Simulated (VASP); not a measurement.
# WSe4 (Pm-3m) in VASP: notebook, part 2 of 2

VASP 6.6.1. The steps go on from the part before.

### 3 Single point, PBE

This run uses another cell than the first one, of 25.53 Å³/atom, 1.078 times its volume.

File INCAR:

```
SYSTEM = WSe4
PREC     = Accurate       ! precision mode
ENCUT    = 520            ! plane-wave cutoff, eV
EDIFF    = 1E-7           ! SCF threshold, eV
ISMEAR   = 0              ! smearing method
SIGMA    = 0.1            ! smearing width, eV
LREAL    = .FALSE.        ! projectors in reciprocal space
LASPH    = .TRUE.         ! aspherical terms in the spheres
NELM     = 100            ! most SCF steps
ALGO     = Normal         ! electronic algorithm
ISIF     = 2              ! what is computed and relaxed
LWAVE    = .FALSE.        ! write WAVECAR
LCHARG   = .TRUE.         ! write CHGCAR
GGA      = PE             ! functional
LELF     = .TRUE.         ! ELF
LVHAR    = .TRUE.       
NBANDS   = 27             ! bands
```

File KPOINTS:

```
regular mesh
0
G
  4 4 4
  0 0 0
```

File POSCAR:

```
WSe4
1.0
    5.0348280100      0.0000000000      0.0000000000
    0.0000000000      5.0348280100      0.0000000000
    0.0000000000      0.0000000000      5.0348280100
W Se
1 4
Direct
    0.0000000000      0.0000000000      0.0000000000
    0.5000000000      0.0000000000      0.0000000000
    0.0000000000      0.5000000000      0.0000000000
    0.0000000000      0.0000000000      0.5000000000
    0.5000000000      0.5000000000      0.5000000000
```

Potentials or basis: VASP PAW PBE potentials, release 64 (W_sv, Se).

Started as:

```
cat potpaw_PBE.64/W_sv/POTCAR potpaw_PBE.64/Se/POTCAR > POTCAR
mpirun -np 1 vasp_std > vasp.out
```

OUTCAR:

```text
SYSTEM = WSe4
   PREC = Accurate
   ENCUT = 520
   EDIFF = 1E-7
   ISMEAR = 0
   LREAL = .FALSE.
   LASPH = .TRUE.
   NELM = 100
   ISIF = 2
   GGA = PE

 ion  position               nearest neighbor table
   1  0.000  0.000  0.000-   2 2.52   3 2.52   4 2.52   4 2.52   3 2.52   2 2.52
   2  0.500  0.000  0.000-   1 2.52   1 2.52
   3  0.000  0.500  0.000-   1 2.52   1 2.52
   4  0.000  0.000  0.500-   1 2.52   1 2.52
   5  0.500  0.500  0.500-

  LATTYP: Found a simple cubic cell.
 ALAT       =     5.0348280100

  Lattice vectors:
[... 482 lines left out ...]
  --------------------------------------------------------------------------------------
  -------------------------------------------------------------------------------------
  Total       -4.5115595     -4.5115595     -4.5115595      0.0000000      0.0000000      0.0000000
  in kB      -56.6347975    -56.6347975    -56.6347975      0.0000000      0.0000000      0.0000000
  external PRESSURE =     -56.6347975 kB  Pullay stress =       0.0000000 kB

 VOLUME and BASIS-vectors are now :
 -----------------------------------------------------------------------------
  energy-cutoff  :      520.00
  volume of cell :      127.63
      direct lattice vectors                 reciprocal lattice vectors
     5.034828010  0.000000000  0.000000000     0.198616516  0.000000000  0.000000000
     0.000000000  5.034828010  0.000000000     0.000000000  0.198616516  0.000000000
     0.000000000  0.000000000  5.034828010     0.000000000  0.000000000  0.198616516

 POSITION                                       TOTAL-FORCE (eV/Angst)
 -----------------------------------------------------------------------------------
      0.00000      0.00000      0.00000         0.000000      0.000000      0.000000
      2.51741      0.00000      0.00000         0.000000      0.000000      0.000000
      0.00000      2.51741      0.00000         0.000000      0.000000      0.000000
      0.00000      0.00000      2.51741         0.000000      0.000000      0.000000
      2.51741      2.51741      2.51741         0.000000      0.000000      0.000000
 -----------------------------------------------------------------------------------
    total drift:                                0.000000      0.000000     -0.000000

  FREE ENERGIE OF THE ION-ELECTRON SYSTEM (eV)
  ---------------------------------------------------
  free  energy   TOTEN  =       -24.5484251450 eV

  energy  without entropy=      -24.5195126189  energy(sigma->0) =      -24.53396888
```

OSZICAR:

```text
N       E                     dE             d eps       ncg     rms          rms(c)
DAV:   1     0.268631999066E+03    0.26863E+03   -0.17276E+04   572   0.129E+03
DAV:   2    -0.903233089568E+01   -0.27766E+03   -0.27141E+03   663   0.299E+02
DAV:   3    -0.264505493542E+02   -0.17418E+02   -0.17074E+02   658   0.712E+01
DAV:   4    -0.267287717163E+02   -0.27822E+00   -0.27631E+00   595   0.963E+00
DAV:   5    -0.267317856871E+02   -0.30140E-02   -0.30131E-02   661   0.110E+00    0.184E+01
DAV:   6    -0.271660214315E+02   -0.43424E+00   -0.42503E+01   595   0.216E+01    0.111E+01
DAV:   7    -0.248869846451E+02    0.22790E+01   -0.23953E+01   587   0.166E+01    0.641E+00
DAV:   8    -0.245810486836E+02    0.30594E+00   -0.10877E+00   597   0.402E+00    0.311E+00
DAV:   9    -0.245549753782E+02    0.26073E-01   -0.30431E-01   582   0.261E+00    0.800E-01
DAV:  10    -0.245521110108E+02    0.28644E-02   -0.12155E-01   596   0.108E+00    0.464E-01
DAV:  11    -0.245484351613E+02    0.36758E-02   -0.24999E-02   596   0.501E-01    0.920E-02
DAV:  12    -0.245484205868E+02    0.14575E-04   -0.86709E-04   599   0.129E-01    0.245E-02
DAV:  13    -0.245484232615E+02   -0.26747E-05   -0.29219E-05   653   0.249E-02    0.124E-02
DAV:  14    -0.245484251361E+02   -0.18746E-05   -0.63625E-06   593   0.123E-02    0.792E-03
DAV:  15    -0.245484251450E+02   -0.88367E-08   -0.25196E-07   447   0.310E-03
   1 F= -.24548425E+02 E0= -.24533969E+02  d E =-.289125E-01
```

stdout:

```text
POSCAR found type information on POSCAR W Se
 POSCAR found :  2 types and       5 ions
 scaLAPACK will be used
 LDA part: xc-table for (Slater+PW92), standard interpolation
 POSCAR, INCAR and KPOINTS ok, starting setup
 FFT: planning ... GRIDC
 FFT: planning ... GRID_SOFT
 FFT: planning ... GRID
 WAVECAR not read
 entering main loop
```

Run time: 22 s. Hardware: 1 thread of Intel Xeon Platinum 8559C (Emerald Rapids), shared host; peak memory 0.24 GiB.

Results:

- Free energy: -24.5484 eV
- Pressure: -5.7 GPa
- Band gap on the k mesh: zero (band 19 reaches 3.84 eV, above the bottom of band 20 at 2.10 eV)

Levels at points of the mesh, in eV from the Fermi level:
| k point | band 15 | band 16 | band 17 | band 18 | band 19 | band 20 | band 21 | band 22 | band 23 | band 24 |
| --- | --- | --- | --- | --- | --- | --- | --- | --- | --- | --- |
| (0.00, 0.00, 0.00) | -1.21 | -1.21 | -1.21 | -1.17 | -1.17 | -1.17 | 0.67 | 0.67 | 0.91 | 0.91 |
| (0.50, 0.00, 0.00) | -1.62 | -1.18 | -0.95 | -0.82 | -0.82 | -0.36 | -0.36 | 0.69 | 1.63 | 1.63 |
| (0.50, 0.50, 0.00) | -2.79 | -2.79 | -0.89 | 0.17 | 0.58 | 0.58 | 1.11 | 1.40 | 1.40 | 1.61 |
| (0.50, 0.50, 0.50) | -0.30 | -0.30 | -0.30 | 0.20 | 0.20 | 0.20 | 2.41 | 2.41 | 2.41 | 5.78 |

Caveat: spin-orbit coupling is left out, which moves the levels of the heavy elements.
